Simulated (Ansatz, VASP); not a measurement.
**One calculation of Zr, two programs**

File INCAR:

```
SYSTEM = Zr
PREC     = Accurate       ! precision mode
ENCUT    = 520            ! plane-wave cutoff, eV
EDIFF    = 1E-7           ! SCF threshold, eV
ISMEAR   = 0              ! smearing method
SIGMA    = 0.1            ! smearing width, eV
LREAL    = .False.        ! projectors in reciprocal space
LASPH    = .True.         ! aspherical terms in the spheres
NELM     = 60             ! most SCF steps
ALGO     = Normal         ! electronic algorithm
ISIF     = 2              ! what is computed and relaxed
LWAVE    = .False.        ! write WAVECAR
LCHARG   = .False.        ! write CHGCAR
GGA      = PS             ! functional
NBANDS   = 32             ! bands
```

Contents of KPOINTS:

```
regular mesh
0
Gamma
  6 6 2
  0 0 0
```

The input POSCAR:

```
Zr
1.0
    5.1696394045      0.0000000000      0.0000000000
   -2.5848197023      4.4770390527      0.0000000000
    0.0000000000      0.0000000000      8.5316745991
Zr
4
Direct
    0.6666666667      0.3333333333      0.0629118567
    0.3333333333      0.6666666667      0.5629118567
    0.6666666667      0.3333333333      0.4370881433
    0.3333333333      0.6666666667      0.9370881433
```

Input for Ansatz:

```yaml
crystal:
  lattice:
    - [5.1696394045, 0.0, 0.0]
    - [-2.5848197023, 4.4770390527, 0.0]
    - [0.0, 0.0, 8.5316745991]
  atoms:
    - { symbol: Zr, position: [0.6666666667, 0.3333333333, 0.0629118567] }
    - { symbol: Zr, position: [0.3333333333, 0.6666666667, 0.5629118567] }
    - { symbol: Zr, position: [0.6666666667, 0.3333333333, 0.4370881433] }
    - { symbol: Zr, position: [0.3333333333, 0.6666666667, 0.9370881433] }
basis:
  ecutwfc: 420
kpoints:
  mp_grid: { grid: [6, 6, 2] }
hamiltonian:
  xc: pbesol
scf:
  occupations: { method: gaussian, width: 0.1 }
output:
  forces: true
  stress: true
  eigenvalues: true
```

Alike in both runs: task single point; functional PBEsol; k mesh 6 × 6 × 2; occupations gaussian, width 0.1 eV; no spin polarisation.

|  | VASP | Ansatz |
| --- | --- | --- |
| version | VASP 6.6.1 | Ansatz 0.2.0 |
| potentials or method | VASP PAW PBE potentials, release 64 (Zr_sv), cutoff 520 eV | scalar-relativistic, plane waves, PAW |
| valence electrons in the cell | 48 | 48 |

|  | VASP | Ansatz | Ansatz less VASP |
| --- | --- | --- | --- |
| gap on the k mesh at the Fermi level (eV) | none | none | - |
| pressure (GPa) | -7.4 | -7.4 | +0.01 |
| traceless stress, the component that is largest in VASP (GPa) | -0.25 | -0.25 | -0.001 |
| rms of the force components (eV/Å) | 0.053 | 0.053 | -0.0002 |

VASP's potentials were made for PBE, not for PBEsol. Atom by atom the forces differ by 0.000 eV/Å (rms over components). A gap of «none» marks a metal or a gap that the smearing closes.

The k mesh is coarse, so the values compare programs but aren't converged.
